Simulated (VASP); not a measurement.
A run of VASP 6.6.1 is set up as follows.

Contents of POSCAR:

```
BAs
1.0
    0.0000000000      2.3918677353      2.3918677353
    2.3918677353      0.0000000000      2.3918677353
    2.3918677353      2.3918677353      0.0000000000
B As
1 1
Direct
    0.0000000000      0.0000000000      0.0000000000
    0.2500000000      0.2500000000      0.2500000000
```

INCAR.step1

```
ALGO = Normal
EDIFF = 1E-4
ENCUT = 520
GGA = PE
ISMEAR = 0
LASPH = T
LCHARG = F
LREAL = F
LWAVE = T
NBANDS = 11
NELM = 60
PREC = Accurate
SIGMA = 0.01
```

File INCAR.step2:

```
ALGO = Normal
EDIFF = 1E-7
ENCUT = 520
ISIF = 2
ISMEAR = 0
ISTART = 1
LASPH = T
LCHARG = F
LMIXTAU = T
LREAL = F
LWAVE = F
METAGGA = R2SCAN
NBANDS = 11
NELM = 60
PREC = Accurate
SIGMA = 0.01
```

KPOINTS

```
k-points
0
Gamma
  10 10 10
```

Potentials or basis: VASP PAW PBE potentials, release 64 (B, As).

The run is started by

```bash
$ cat potpaw_PBE.64/B/POTCAR potpaw_PBE.64/As/POTCAR > POTCAR
$ cp INCAR.step1 INCAR
$ mpirun -np 1 vasp_std > vasp.out
$ cp INCAR.step2 INCAR
$ mpirun -np 1 vasp_std > vasp.out
```

**Question.** What does it give for the band gap on the k mesh?

**Answer.** 1.37 eV, indirect (least direct gap 3.44 eV).

**Question.** What does it give for the pressure?

**Answer.** 0.3 GPa.

Caveat: the PAW data sets were made with another functional, which shifts forces and pressure a little. r2SCAN opens gaps a little over a GGA but as a rule still falls short of measured ones.
